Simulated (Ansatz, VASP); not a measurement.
Two plane-wave programs on Be

INCAR

```
PREC     = Accurate       # precision mode
ENCUT    = 600            # plane-wave cutoff, eV
EDIFF    = 1E-6           # SCF threshold, eV
ISMEAR   = -1             # smearing method
SIGMA    = 0.1            # smearing width, eV
LREAL    = F              # projectors in reciprocal space
LASPH    = T              # aspherical terms in the spheres
NELM     = 120            # most SCF steps
ALGO     = Normal         # electronic algorithm
ISIF     = 2              # what is computed and relaxed
LWAVE    = F              # write WAVECAR
LCHARG   = F              # write CHGCAR
GGA      = CA             # functional
NBANDS   = 7              # bands
GGA_COMPAT= F
```

File KPOINTS:

```
regular mesh
0
Gamma
  19 19 19
```

Contents of POSCAR:

```
Be
1.0
    0.0000000000      1.5111603412      1.5111603412
    1.5111603412      0.0000000000      1.5111603412
    1.5111603412      1.5111603412      0.0000000000
Be
1
Direct
    0.0000000000      0.0000000000      0.0000000000
```

Input for Ansatz:

```yaml
crystal:
  lattice:
    - [0.0, 1.5111603412, 1.5111603412]
    - [1.5111603412, 0.0, 1.5111603412]
    - [1.5111603412, 1.5111603412, 0.0]
  atoms:
    - { symbol: Be, position: [0.0, 0.0, 0.0] }
hamiltonian:
  xc: lda
  pseudopotentials:
    kind: paw
    azcp:
      Be: "pseudopotentials/Be.paw.azcp"
basis:
  ecutwfc: 420
  fft_grid_basis: typed
kpoints:
  mp_grid: { grid: [19, 19, 19], shift: [0, 0, 0] }
magnetization:
  spin_polarized: false
scf:
  occupations: { method: fermi_dirac, width: 0.1 }
  lower_state_search: "off"
output:
  stress: true
```

Alike in both runs: task single point; functional LDA; k mesh 19 × 19 × 19; occupations fermi-dirac, width 0.1 eV; no spin polarisation.

|  | VASP | Ansatz |
| --- | --- | --- |
| version | VASP 6.6.1 | Ansatz 0.2.0 |
| potentials or method | VASP PAW LDA potentials, release 64 (Be), cutoff 600 eV | plane waves (420 eV) with PAW, scalar-relativistic |
| valence electrons in the cell | 2 | 2 |

```csv
,VASP,Ansatz,Ansatz less VASP
pressure (GPa),13.1,12.6,-0.59
```

Ansatz warns that its potentials were made for another functional, while VASP's fit it. LDA's correlation is that of Perdew and Zunger in VASP and of Perdew and Wang (1992) in Ansatz.
